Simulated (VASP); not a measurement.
# SnTe (I4/mmm) in VASP: notebook, part 2 of 2

VASP 6.6.1. The steps go on from the part before.

## 4. Single point, PBE (strain +0.015 along x and y, +0.030 along z)

Contents of INCAR:

```
ALGO = Normal
EDIFF = 1E-6
ENCUT = 520
GGA = PE
ISIF = 2
ISMEAR = 0
LASPH = T
LCHARG = F
LREAL = F
LWAVE = F
NBANDS = 17
NELM = 80
PREC = Accurate
SIGMA = 0.03
```

Contents of KPOINTS:

```
k-points
0
Gamma
  10 10 10
```

Contents of POSCAR:

```
SnTe
1.0
    0.0000000000      3.2038475000      3.2511950000
    3.2038475000      0.0000000000      3.2511950000
    3.2038475000      3.2038475000      0.0000000000
Sn Te
1 1
Direct
    0.0000000000      0.0000000000      0.0000000000
    0.5000000000      0.5000000000      0.5000000000
```

Potentials or basis: VASP PAW PBE potentials, release 64 (Sn_d, Te).

Run with:

```
> cat potpaw_PBE.64/Sn_d/POTCAR potpaw_PBE.64/Te/POTCAR > POTCAR
> mpirun -np 1 vasp_std > vasp.out
```

OUTCAR:

```text
EDIFF = 1E-6
   ENCUT = 520
   GGA = PE
   ISIF = 2
   ISMEAR = 0
   LASPH = T
   LREAL = F
   NELM = 80
   PREC = Accurate

 ion  position               nearest neighbor table
   1  0.000  0.000  0.000-   2 3.20   2 3.20   2 3.20   2 3.20   2 3.25   2 3.25
   2  0.500  0.500  0.500-   1 3.20   1 3.20   1 3.20   1 3.20   1 3.25   1 3.25

  LATTYP: Found a body centered tetragonal cell.
 ALAT       =     4.5309245863
 C/A-ratio  =     1.4351132702

  Lattice vectors:

 A1 = (  -3.2038475000,   0.0000000000,   3.2511950000)
 A2 = (   3.2038475000,   0.0000000000,   3.2511950000)
 A3 = (   0.0000000000,   3.2038475000,  -3.2511950000)

Analysis of symmetry for initial positions (statically):
=====================================================================
 Subroutine PRICEL returns:
 Original cell was already a primitive cell.

 Routine SETGRP: Setting up the symmetry group for a
 body centered tetragonal supercell.

 Subroutine GETGRP returns: Found 16 space group operations
 (whereof 16 operations were pure point group operations)
 out of a pool of 16 trial point group operations.

The static configuration has the point symmetry D_4h.

Analysis of symmetry for dynamics (positions and initial velocities):
=====================================================================
 Subroutine PRICEL returns:
 Original cell was already a primitive cell.

 Routine SETGRP: Setting up the symmetry group for a
 body centered tetragonal supercell.

 Subroutine GETGRP returns: Found 16 space group operations
 (whereof 16 operations were pure point group operations)
 out of a pool of 16 trial point group operations.

The dynamic configuration has the point symmetry D_4h.

 Subroutine INISYM returns: Found 16 space group operations
 (whereof 16 operations are pure point group operations),
 and found     1 'primitive' translations

----------------------------------------------------------------------------------------

[... 111 lines left out ...]
     AMIX     =   0.40;   BMIX     =  1.00
     AMIX_MAG =   1.60;   BMIX_MAG =  1.00
  volume/ion in A,a.u.               =      33.37       225.21
  Fermi-wavevector in a.u.,A,eV,Ry     =   1.095501  2.070196 16.328644  1.200121
  Thomas-Fermi vector in A             =   2.231825
   LORBIT       =      0    0 simple, 1 ext, 2 COOP (PROOUT), +10 PAW based schemes
   GGA     = PE    functional components
   LHFCALC =     F    Hartree Fock is set to
   AEXX    =    0.0000 exact exchange contribution
   IVDW    =     0    specifies the selected vdW correction
   LEPSILON=     F    determine dielectric tensor
   LRPA    =     F    only Hartree local field effects (RPA)
 non-spin polarized calculation
 Gauss-broadening in eV      SIGMA  =   0.03
  energy-cutoff  :      520.00
  volume of cell :       66.74
 maximum number of plane-waves:      1828
 NGX is ok and might be reduce to    36
   NGX = 17   NGY = 17   NGZ = 17

 number of electron      20.0000005 magnetization

 Free energy of the ion-electron system (eV)
  ---------------------------------------------------
  ext. energy  EPLUGINS =         0.00000000
  ---------------------------------------------------
  free energy    TOTEN  =        -7.56042435 eV

  energy without entropy =       -7.56039941  energy(sigma->0) =       -7.56041188

 E-fermi :   6.1789     XC(G=0):  -9.2054

 val. band max:        6.1398998844   @ k =   0.5000   0.0000   0.0000
 cond. band min:       6.2179449186   @ k =   0.5000   0.0000   0.0000
 fundamental gap:      0.0780450342
 Fermi energy:         6.1789224021

 k-point     1 :       0.0000    0.0000    0.0000
  band No.  band energies     occupation
      1     -15.7175      2.00000
      2     -15.7133      2.00000
      3     -15.7133      2.00000
      4     -15.7104      2.00000
      5     -15.7078      2.00000
      6      -6.1705      2.00000
[... 457 lines left out ...]
      4     -15.7074      2.00000
      5     -15.7067      2.00000
      6      -5.1597      2.00000
[... 9 lines left out ...]
     16      15.2676      0.00000
     17      15.6129      0.00000

 [... further k-points ...]

------------------------ aborting loop because EDIFF is reached ----------------------------------------

  FORCE on cell =-STRESS in cart. coord.  units (eV):
  Direction    XX          YY          ZZ          XY          YZ          ZX
  --------------------------------------------------------------------------------------
  -------------------------------------------------------------------------------------
  Total       -0.0246596     -0.0246596     -0.6522320      0.0000000      0.0000000      0.0000000
  in kB       -0.5919438     -0.5919438    -15.6565473      0.0000000      0.0000000      0.0000000
  external PRESSURE =      -5.6134783 kB  Pullay stress =       0.0000000 kB

 VOLUME and BASIS-vectors are now :
 -----------------------------------------------------------------------------
  energy-cutoff  :      520.00
  volume of cell :       66.74
      direct lattice vectors                 reciprocal lattice vectors
     0.000000000  3.203847500  3.251195000    -0.156062359  0.156062359  0.153789607
     3.203847500  0.000000000  3.251195000     0.156062359 -0.156062359  0.153789607
     3.203847500  3.203847500  0.000000000     0.156062359  0.156062359 -0.153789607

 POSITION                                       TOTAL-FORCE (eV/Angst)
 -----------------------------------------------------------------------------------
      0.00000      0.00000      0.00000        -0.000000     -0.000000      0.000000
      3.20385      3.20385      3.25120         0.000000      0.000000     -0.000000
 -----------------------------------------------------------------------------------
    total drift:                               -0.000000      0.000000      0.000000

  FREE ENERGIE OF THE ION-ELECTRON SYSTEM (eV)
  ---------------------------------------------------
  free  energy   TOTEN  =        -7.5604243497 eV

  energy  without entropy=       -7.5603994135  energy(sigma->0) =       -7.56041188
```

OSZICAR:

```text
N       E                     dE             d eps       ncg     rms          rms(c)
DAV:   1     0.123986832856E+03    0.12399E+03   -0.95048E+03  3482   0.133E+03
DAV:   2     0.403623106840E+01   -0.11995E+03   -0.11694E+03  3677   0.326E+02
DAV:   3    -0.729076040030E+01   -0.11327E+02   -0.11215E+02  4402   0.893E+01
DAV:   4    -0.761907293018E+01   -0.32831E+00   -0.32809E+00  4123   0.157E+01
DAV:   5    -0.763221713905E+01   -0.13144E-01   -0.13144E-01  5112   0.306E+00    0.389E+00
DAV:   6    -0.755831325835E+01    0.73904E-01   -0.17590E-01  4503   0.259E+00    0.242E+00
DAV:   7    -0.755933411214E+01   -0.10209E-02   -0.59136E-02  4030   0.110E+00    0.875E-01
DAV:   8    -0.756035946110E+01   -0.10253E-02   -0.75211E-03  4274   0.693E-01    0.157E-01
DAV:   9    -0.756040469966E+01   -0.45239E-04   -0.94733E-04  4847   0.268E-01    0.485E-02
DAV:  10    -0.756041631378E+01   -0.11614E-04   -0.13994E-04  4376   0.889E-02    0.220E-02
DAV:  11    -0.756042452587E+01   -0.82121E-05   -0.43243E-05  4286   0.451E-02    0.239E-02
DAV:  12    -0.756042434969E+01    0.17618E-06   -0.23469E-06  4168   0.845E-03
   1 F= -.75604243E+01 E0= -.75604119E+01  d E =-.249362E-04
```

stdout:

```text
POSCAR found type information on POSCAR SnTe
 POSCAR found :  2 types and       2 ions
 scaLAPACK will be used
 LDA part: xc-table for (Slater+PW92), standard interpolation
 POSCAR, INCAR and KPOINTS ok, starting setup
 FFT: planning ... GRIDC
 FFT: planning ... GRID_SOFT
 FFT: planning ... GRID
 WAVECAR not read
 entering main loop
```

Wall time 40 s (1 thread of Intel Xeon Platinum 8559C (Emerald Rapids), shared host); peak memory 0.28 GiB.

Results:

| Quantity | Value |
| --- | --- |
| Free energy | -7.5604 eV |
| Pressure | -0.6 GPa |
| Band gap on the k mesh | 0.08 eV, direct |

Levels at points of the mesh, in eV from the valence-band top:
| k point | band 8 | band 9 | band 10 | band 11 | band 12 | band 13 |
| --- | --- | --- | --- | --- | --- | --- |
| (0.00, 0.00, 0.00) | -1.99 | -1.99 | -1.84 | 3.02 | 3.35 | 3.35 |
| (0.50, 0.00, 0.00) | -1.64 | -1.60 | 0.00 | 0.08 | 0.47 | 0.52 |
| (0.50, 0.50, 0.00) | -5.08 | -3.38 | -3.38 | 2.48 | 4.69 | 4.69 |
| (0.50, 0.00, 0.50) | -5.11 | -3.49 | -3.33 | 2.45 | 4.45 | 4.81 |

Caveat: the cell differs from its parent crystal (strain +0.015 along x and y, +0.030 along z); spin-orbit coupling is left out, which moves the levels of the heavy elements. A k mesh can miss the band edges.

## 5. Summary

| cell | gap on the mesh (eV) | pressure (GPa) |
| --- | --- | --- |
| a = 4.531, b = 4.531, c = 4.464 Å, angles 60.5, 60.5, 59.0°, 2 atoms | 0.04 | 0.7 |
| a = 4.498, b = 4.498, c = 4.531 Å, angles 59.8, 59.8, 60.5°, 2 atoms | - | 0.7 |
| a = 4.565, b = 4.565, c = 4.531 Å, angles 60.2, 60.2, 59.5°, 2 atoms | 0.08 | -0.6 |

Alike in all rows: task single point; level PBE; potentials or basis VASP PAW PBE potentials, release 64 (Sn_d, Te); no spin polarisation; k mesh 10 × 10 × 10; cutoff (eV) 520; smearing gaussian 0.03 eV.

Caveats: spin-orbit coupling is left out, which moves the levels of the heavy elements.

Total energies depend on the potentials used, so only differences within one code and one set of settings carry meaning.
